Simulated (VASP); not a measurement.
Set up this calculation in VASP 6.6.1, as the native input.

- Task: single point
- Functional: LDA
- Potentials or basis: VASP PAW LDA potentials, release 64 (Se, Zn)
- Cutoff: 520 eV
- k mesh: 8 × 8 × 8
- Occupations: fermi-dirac, width 0.05 eV
- Spin: no spin polarisation
- Dipole correction: no
- Further INCAR settings: ALGO = Normal; EDIFF = 1e-06; NBANDS = 16

The structure of ZnSe (Stilleite) lies in POSCAR:

```
ZnSe
1.0
    0.0000000000      2.8338000000      2.8338000000
    2.8338000000      0.0000000000      2.8338000000
    2.8338000000      2.8338000000      0.0000000000
Se Zn
1 1
Direct
    0.7500000000      0.7500000000      0.7500000000
    0.0000000000      0.0000000000      0.0000000000
```

One way to write it, as run:

INCAR

```
PREC = Accurate
ENCUT = 520
EDIFF = 1E-6
ISMEAR = -1
SIGMA = 0.05
LREAL = False
LASPH = True
NELM = 60
ALGO = Normal
ISIF = 2
LWAVE = False
LCHARG = True
LELF = True
LVHAR = True
NBANDS = 16
```

KPOINTS

```
Automatic mesh
0
Gamma
  8 8 8
```

Potentials or basis: VASP PAW LDA potentials, release 64 (Se, Zn).

Command:

```console
$ cat potpaw_LDA.64/Se/POTCAR potpaw_LDA.64/Zn/POTCAR > POTCAR
$ mpirun -np 1 vasp_std > vasp.out
```

It gave:

```json
{
 "Pressure": "-3.1 GPa",
 "Band gap on the k mesh": "1.07 eV, direct"
}
```

It took 17 s on 1 thread of Intel(R) Xeon(R) Platinum 8488C (Sapphire Rapids) (shared host), peak memory 0.13 GiB.
